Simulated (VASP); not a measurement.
Crystal: Cu.

```
CELL_PARAMETERS angstrom
0.00000 1.80750 1.80750
1.80750 0.00000 1.80750
1.80750 1.80750 0.00000
ATOMIC_POSITIONS crystal
Cu 0.00000 0.00000 0.00000
```

| Item | Value |
| --- | --- |
| Program | VASP 6.6.1 |
| Task | relaxation of cell and atoms |
| Functional | PBEsol |
| Potentials or basis | VASP PAW PBE potentials, release 64 (Cu) |
| Cutoff | 600 eV |
| k mesh | 28 × 28 × 28 |
| Occupations | fermi-dirac, width 0.05 eV |
| Spin | no spin polarisation |

At the start: pressure -5.8 GPa; volume 11.81 Å³/atom.

Question: How do energy, volume and symmetry change on relaxing?

Answer: Over 3 steps the energy falls by 8.4 meV/atom and the volume is 11.36 Å³/atom (-3.8 %); space group Fm-3m (No. 225, to 0.1 Å) before and after.

The path:
```csv
step,energy change (eV),largest force (eV/Å),pressure (GPa),volume (Å³)
1,0.0000,0.0000,-5.76,11.81
2,-0.0052,0.0000,4.06,11.10
3,-0.0084,0.0000,0.00,11.36
```

Final structure:
```
Cu
1.0
     0.00000    1.78433    1.78433
     1.78433    0.00000    1.78433
     1.78433    1.78433    0.00000
Cu
1
Direct
  0.00000 0.00000 0.00000
```

Caveat: the PAW data sets were made with another functional, which shifts forces and pressure a little.
